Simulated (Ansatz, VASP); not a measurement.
## WS in VASP and in Ansatz

```
W S
1.0
     3.00789    0.00000    0.00000
     0.00000    3.00789    0.00000
     0.00000    0.00000    3.00789
W S
1 1
Cartesian
  1.5039 1.5039 1.5039
  0.0000 0.0000 0.0000
```

Alike in both runs: functional PBE-based screened hybrid; k mesh 5 × 5 × 5; occupations fermi-dirac, width 0.05 eV; no spin polarisation.

```csv
,VASP,Ansatz
version,VASP 6.6.1,Ansatz 0.2.0
potentials or method,"VASP PAW PBE potentials, release 64 (W_sv, S)",Ansatz PAW
plane-wave cutoff (eV),520,420
valence electrons in the cell,20,20
task,single point,band structure
```

```csv
,VASP,Ansatz,Ansatz less VASP
gap on the k mesh at the Fermi level (eV),none,none,-
pressure (GPa),-7.6,-7.2,+0.45
```

VASP's potentials were made for PBE, not for PBE-based screened hybrid. A gap of «none» marks a metal or a gap that the smearing closes.

The k mesh is coarse, so the values compare programs but aren't converged. Spin-orbit coupling is off throughout.
